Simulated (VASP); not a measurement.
A run of VASP 6.6.1 is set up as follows.

INCAR

```
SYSTEM = AlN
  PREC = Accurate
  ENCUT = 600
  EDIFF = 1E-6
  ISMEAR = -1
  SIGMA = 0.05
  LREAL = .FALSE.
  LASPH = .TRUE.
  NELM = 120
  ALGO = Normal
  ISIF = 2
  LWAVE = .FALSE.
  LCHARG = .FALSE.
  GGA = LIBXC
  LIBXC1 = GGA_X_B88
  LIBXC2 = GGA_C_PBE
  NBANDS = 11
  GGA_COMPAT = .FALSE.
```

KPOINTS

```
regular mesh
0
G
  10 10 10
  0 0 0
```

Contents of POSCAR:

```
AlN
1.0
    0.0000000000      2.2268278375      2.2268278375
    2.2268278375      0.0000000000      2.2268278375
    2.2268278375      2.2268278375      0.0000000000
Al N
1 1
Direct
    0.0000000000      0.0000000000      0.0000000000
    0.2500000000      0.2500000000      0.2500000000
```

Potentials or basis: VASP PAW PBE potentials, release 64 (Al, N).

Launch:

```sh
$ cat potpaw_PBE.64/Al/POTCAR potpaw_PBE.64/N/POTCAR > POTCAR
$ mpirun -np 1 vasp_std > vasp.out
```

What does it give for the band gap on the k mesh?

3.30 eV (least direct gap 3.71 eV).

Predict the pressure.

-6.5 GPa.

Caveat: the cell stands under tension; the PAW data sets were made with another functional, which shifts forces and pressure a little. A k mesh can miss the band edges.
